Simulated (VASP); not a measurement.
Wanted: the native input for a VASP 6.6.1 run.

```yaml
Task: single point
Functional: LDA
Potentials_or_basis: VASP PAW LDA potentials, release 64 (C)
Cutoff: 520 eV
k_mesh: 12 × 12 × 4
Occupations: gaussian, width 0.05 eV
Spin: no spin polarisation
Dipole_correction: no
Further_INCAR_settings: ALGO = Normal; EDIFF = 1e-07; NBANDS = 26
```

The structure of C lies in POSCAR:

```
C
1.0
    2.5186290723      0.0000000000      0.0000000000
   -1.2593145361      2.1811967593      0.0000000000
    0.0000000000      0.0000000000      8.0228736867
C
8
Direct
    0.0000000000      0.0000000000      0.0943974049
    0.0000000000      0.0000000000      0.5943974049
    0.0000000000      0.0000000000      0.4056025951
    0.0000000000      0.0000000000      0.9056025951
    0.3333333333      0.6666666667      0.1544085368
    0.6666666667      0.3333333333      0.6544085368
    0.3333333333      0.6666666667      0.3455914632
    0.6666666667      0.3333333333      0.8455914632
```

This cell differs from its parent crystal: mode 21 frozen in at +0.012 Å, strain +e along z and -e/2 along x and y -0.0233.

These files were run (other wordings do the same):

INCAR

```
ALGO = Normal ; EDIFF = 1E-7
ENCUT = 520 ; ISIF = 2
ISMEAR = 0 ; LASPH = T
LCHARG = T ; LELF = T
LREAL = F ; LVHAR = T
LWAVE = F ; NBANDS = 26
NELM = 60 ; PREC = Accurate
SIGMA = 0.05
```

KPOINTS

```
k-points
0
Gamma
  12 12 4
```

Potentials or basis: VASP PAW LDA potentials, release 64 (C).

Launch:

```sh
$ cat potpaw_LDA.64/C/POTCAR > POTCAR
$ mpirun -np 1 vasp_std > vasp.out
```

It gave:

```json
{"Pressure": "2.4 GPa", "Largest force": "0.791 eV/Å", "Band gap on the k mesh": "4.01 eV, indirect (least direct gap 4.97 eV)"}
```

Caveat: the cell differs from its parent crystal (mode 21 frozen in at +0.012 Å, strain +e along z and -e/2 along x and y -0.0233).

It took 57 s on 1 thread of Intel(R) Xeon(R) Platinum 8259CL CPU @ 2.50GHz (Skylake/Cascade Lake) (shared host), peak memory 0.16 GiB.
